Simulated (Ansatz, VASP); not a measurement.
# YN in VASP and in Ansatz

Contents of INCAR:

```
PREC     = Accurate       # precision mode
ENCUT    = 600            # plane-wave cutoff, eV
EDIFF    = 1E-6           # SCF threshold, eV
ISMEAR   = 0              # smearing method
SIGMA    = 0.05           # smearing width, eV
LREAL    = F              # projectors in reciprocal space
LASPH    = T              # aspherical terms in the spheres
NELM     = 120            # most SCF steps
ALGO     = Normal         # electronic algorithm
ISIF     = 2              # what is computed and relaxed
LWAVE    = F              # write WAVECAR
LCHARG   = T              # write CHGCAR
GGA      = PE             # functional
LELF     = T              # ELF
LVHAR    = T            
NBANDS   = 15             # bands
GGA_COMPAT= F
```

Contents of KPOINTS:

```
Automatic mesh
0
Gamma
  12 12 12
```

POSCAR

```
YN
1.0
    0.0000000000      2.4534130892      2.4534130892
    2.5024813510      0.0000000000      2.4534130892
    2.5024813510      2.4534130892      0.0000000000
Y N
1 1
Direct
    0.5000000000      0.5000000000      0.5000000000
    0.0000000000      0.0000000000      0.0000000000
```

Input for Ansatz:

```yaml
crystal:
  lattice:
    - [0.0, 2.4534130892, 2.4534130892]
    - [2.502481351, 0.0, 2.4534130892]
    - [2.502481351, 2.4534130892, 0.0]
  atoms:
    - { symbol: "Y", position: [0.5, 0.5, 0.5] }
    - { symbol: "N", position: [0.0, 0.0, 0.0] }
basis:
  ecutwfc: 420
  ecutrho_ratio: 4
kpoints:
  mp_grid: { grid: [12, 12, 12] }
hamiltonian:
  xc: pbe
scf:
  occupations: { method: gaussian, width: 0.05 }
output:
  forces: true
  stress: true
  eigenvalues: true
```

Change from the starting cell: strain e1 = +0.02, atoms carried along.

Alike in both runs: task single point; functional PBE; k mesh 12 × 12 × 12; occupations gaussian, width 0.05 eV; no spin polarisation.

```csv
,VASP,Ansatz
version,VASP 6.6.1,Ansatz 0.2.0
potentials or method,"VASP PAW PBE potentials, release 64 (Y_sv, N), cutoff 600 eV","scalar-relativistic, plane waves, PAW"
valence electrons in the cell,16,16
```

|  | VASP | Ansatz | Ansatz less VASP |
| --- | --- | --- | --- |
| gap on the k mesh at the Fermi level (eV) | 0.20 | 0.20 | +0.003 |
| least direct gap on the mesh (eV) | 0.62 | 0.62 | +0.004 |
| pressure (GPa) | -3.2 | -3.0 | +0.22 |
| traceless stress, the component that is largest in VASP (GPa) | -2.63 | -2.63 | -0.004 |

The functional is the same, so the differences come from potentials, cutoffs and numerics.
